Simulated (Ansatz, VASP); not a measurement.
InSb3: VASP beside Ansatz

File INCAR:

```
SYSTEM = InSb3
  PREC = Accurate
  ENCUT = 520
  EDIFF = 1E-6
  ISMEAR = 0
  SIGMA = 0.15
  LREAL = .False.
  LASPH = .True.
  NELM = 60
  ALGO = Normal
  ISIF = 2
  LWAVE = .False.
  LCHARG = .False.
  GGA = PE
  NBANDS = 22
```

Contents of KPOINTS:

```
regular mesh
0
Gamma
  8 8 8
  0 0 0
```

The input POSCAR:

```
InSb3
1.0
    4.9101399550      0.1124036941      0.1124036941
    0.1124036941      4.9101399550      0.1124036941
    0.1124036941      0.1124036941      4.9101399550
In Sb
1 3
Direct
    0.0000000000      0.0000000000      0.0000000000
    0.5000000000      0.0000000000      0.5000000000
    0.0000000000      0.5000000000      0.5000000000
    0.5000000000      0.5000000000      0.0000000000
```

Input for Ansatz:

```yaml
crystal:
  lattice:
    - [4.910139955, 0.1124036941, 0.1124036941]
    - [0.1124036941, 4.910139955, 0.1124036941]
    - [0.1124036941, 0.1124036941, 4.910139955]
  atoms:
    - { symbol: In, position: [0.0, 0.0, 0.0] }
    - { symbol: Sb, position: [0.5, 0.0, 0.5] }
    - { symbol: Sb, position: [0.0, 0.5, 0.5] }
    - { symbol: Sb, position: [0.5, 0.5, 0.0] }
basis:
  ecutwfc: 420
kpoints:
  mp_grid: { grid: [8, 8, 8] }
hamiltonian:
  xc: pbe
  pseudopotentials: { kind: paw, azcp: { folder: soft_1 } }
scf:
  occupations: { method: gaussian, width: 0.15 }
output:
  forces: true
  stress: true
  eigenvalues: true
```

Change from the starting cell: equal engineering shear yz, xz and xy +0.0467, equal normal strain along x, y and z +0.0200.

Alike in both runs: task single point; functional PBE; k mesh 8 × 8 × 8; occupations gaussian, width 0.15 eV; no spin polarisation.

|  | VASP | Ansatz |
| --- | --- | --- |
| version | VASP 6.6.1 | Ansatz 0.2.0 |
| potentials or method | VASP PAW PBE potentials, release 64 (In_d, Sb), cutoff 520 eV | scalar-relativistic, plane waves, PAW |
| valence electrons in the cell | 28 | 58 |

Ansatz gave:

- gap on the k mesh at the Fermi level (eV): none
- pressure (GPa): -2.4
- traceless stress, the component that is largest in VASP (GPa): -0.60

Question: Estimate VASP's values.

Answer: gap on the k mesh at the Fermi level (eV): none; pressure (GPa): -2.5; traceless stress, the component that is largest in VASP (GPa): -0.60.

A gap of «none» marks a metal or a gap that the smearing closes. VASP's potentials hold 28 valence electrons a cell and Ansatz's 58, so a difference there can come from the potentials and not from the codes.

Neither program's run includes spin-orbit coupling.
